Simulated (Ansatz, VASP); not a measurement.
## One calculation of YSc2, two programs

The input INCAR:

```
SYSTEM = YSc2
PREC = Accurate ; ENCUT = 600
EDIFF = 1E-6 ; ISMEAR = 0
SIGMA = 0.1 ; LREAL = .False.
LASPH = .True. ; NELM = 100
ALGO = Fast ; ISIF = 3
LWAVE = .False. ; LCHARG = .False.
GGA = PE ; IBRION = 2
NSW = 100 ; EDIFFG = -0.01
```

File KPOINTS:

```
regular mesh
0
Gamma
  12 12 14
  0 0 0
```

Contents of POSCAR:

```
YSc2
1.0
    5.3354232943      0.0000000000      0.0000000000
   -2.6677116471      4.6206121128      0.0000000000
    0.0000000000      0.0000000000      3.3158703624
Y Sc
1 2
Direct
    0.0000000000      0.0000000000      0.0000000000
    0.3333333333      0.6666666667      0.5000000000
    0.6666666667      0.3333333333      0.5000000000
```

Input for Ansatz:

```yaml
crystal:
  lattice:
    - [5.3354232943, 0.0, 0.0]
    - [-2.6677116471, 4.6206121128, 0.0]
    - [0.0, 0.0, 3.3158703624]
  atoms:
    - { symbol: "Y", position: [0.0, 0.0, 0.0] }
    - { symbol: Sc, position: [0.3333333333, 0.6666666667, 0.5] }
    - { symbol: Sc, position: [0.6666666667, 0.3333333333, 0.5] }
basis:
  ecutwfc: 420
kpoints:
  mp_grid: { grid: [12, 12, 14] }
hamiltonian:
  xc: pbe
scf:
  occupations: { method: gaussian, width: 0.1 }
output:
  forces: true
  stress: true
  eigenvalues: true
  write_density: true
  write_potential: true
  elf: true
  volumetric_format: npy
relax:
  adjacent_minimum: "off"
  f_tol: 0.01
  max_steps: 80
  cell: { stress_tol: 0.05 }
```

Alike in both runs: task relaxation of cell and atoms; functional PBE; k mesh 12 × 12 × 14; occupations gaussian, width 0.1 eV; no spin polarisation.

|  | VASP | Ansatz |
| --- | --- | --- |
| version | VASP 6.6.1 | Ansatz 0.2.0 |
| potentials or method | VASP PAW PBE potentials, release 64 (Y_sv, Sc_sv), cutoff 600 eV | scalar-relativistic, plane waves, PAW |
| valence electrons in the cell | 33 | 33 |

VASP gave:

| Quantity | Value |
| --- | --- |
| gap on the k mesh at the Fermi level, each at its own relaxed structure (eV) | none |
| relaxed volume (Å³/atom) | 27.11 |
| relaxed length of the cell vector where the two differ most in proportion (Å) | 3.323 |

Estimate Ansatz's values.

gap on the k mesh at the Fermi level, each at its own relaxed structure (eV): none; relaxed volume (Å³/atom): 27.13; relaxed length of the cell vector where the two differ most in proportion (Å): 3.324.

A gap of «none» marks a metal or a gap that the smearing closes.
